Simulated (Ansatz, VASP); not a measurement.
## Ir: VASP beside Ansatz

```
CELL_PARAMETERS angstrom
0.00000 1.82371 1.87171
1.82371 0.00000 1.87171
1.82371 1.82371 0.00000
ATOMIC_POSITIONS crystal
Ir 0.00000 0.00000 0.00000
```

Change from the starting cell: strain -0.050 along x and y, -0.025 along z, atoms carried along.

Alike in both runs: task single point; functional PBE; k mesh 22 × 22 × 22; occupations gaussian, width 0.15 eV; no spin polarisation.

|  | VASP | Ansatz |
| --- | --- | --- |
| version | VASP 6.6.1 | Ansatz 0.2.0 |
| potentials or method | VASP PAW PBE potentials, release 64 (Ir), cutoff 520 eV | scalar-relativistic, plane waves, PAW |
| valence electrons in the cell | 9 | 17 |

|  | VASP | Ansatz | Ansatz less VASP |
| --- | --- | --- | --- |
| gap on the k mesh at the Fermi level (eV) | none | none | - |
| pressure (GPa) | 79.8 | 78.0 | -1.73 |
| traceless stress, the component that is largest in VASP (GPa) | -9.41 | -9.42 | -0.018 |

A gap of «none» marks a metal or a gap that the smearing closes. Both programs put the cell under a high pressure, so it lies far from rest at this level. VASP's potentials hold 9 valence electrons a cell and Ansatz's 17, so a difference there can come from the potentials and not from the codes.

Neither program's run includes spin-orbit coupling. Noted on VASP's run: the cell as given lies far from equilibrium.
